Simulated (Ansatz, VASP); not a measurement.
**HfO2: VASP beside Ansatz**

INCAR

```
PREC = Accurate
ENCUT = 520
EDIFF = 1E-8
ISMEAR = -1
SIGMA = 0.01
LREAL = F
LASPH = T
NELM = 60
ALGO = Normal
ISIF = 2
LWAVE = F
LCHARG = F
GGA = PE
LEFG = T
NBANDS = 18
```

The input KPOINTS:

```
Automatic mesh
0
Gamma
  9 9 9
```

The input POSCAR:

```
HfO2
1.0
    0.0000000000      2.5052914730      2.5052914730
    2.5052914730      0.0000000000      2.5052914730
    2.5052914730      2.5052914730      0.0000000000
Hf O
1 2
Direct
    0.0000000000      0.0000000000      0.0000000000
    0.2500000000      0.2500000000      0.2500000000
    0.7500000000      0.7500000000      0.7500000000
```

Input for Ansatz:

```yaml
crystal:
  lattice:
    - [0.0, 2.505291473, 2.505291473]
    - [2.505291473, 0.0, 2.505291473]
    - [2.505291473, 2.505291473, 0.0]
  atoms:
    - { symbol: Hf, position: [0.0, 0.0, 0.0] }
    - { symbol: O, position: [0.25, 0.25, 0.25] }
    - { symbol: O, position: [0.75, 0.75, 0.75] }
kpoints:
  mp_grid: { grid: [9, 9, 9] }
scf:
  occupations: { method: fermi_dirac, width: 0.01 }
hamiltonian:
  xc: pbe
  pseudopotentials: { kind: all_electron, datasets: crystal }
output:
  forces: true
  stress: true
  eigenvalues: true
  efg: { contact_densities: true }
```

Change from the starting cell: volume scaled by 0.94, crystal datasets.

Alike in both runs: task electric field gradients; functional PBE; k mesh 9 × 9 × 9; occupations fermi-dirac, width 0.01 eV; no spin polarisation.

```csv
,VASP,Ansatz
version,VASP 6.6.1,Ansatz 0.2.0
potentials or method,"VASP PAW PBE potentials, release 64 (Hf_pv, O), cutoff 520 eV","all-electron PAW with datasets made for the crystal, scalar-relativistic"
```

|  | VASP | Ansatz | Ansatz less VASP |
| --- | --- | --- | --- |
| gap on the k mesh at the Fermi level (eV) | 4.01 | 3.98 | -0.033 |
| pressure (GPa) | 10.0 | 14.2 | +4.15 |

One of these differences is far larger than is usual between the two programs; its cause wasn't traced. Ansatz ran all-electron here, and VASP with PAW potentials.

Neither program's run includes spin-orbit coupling.
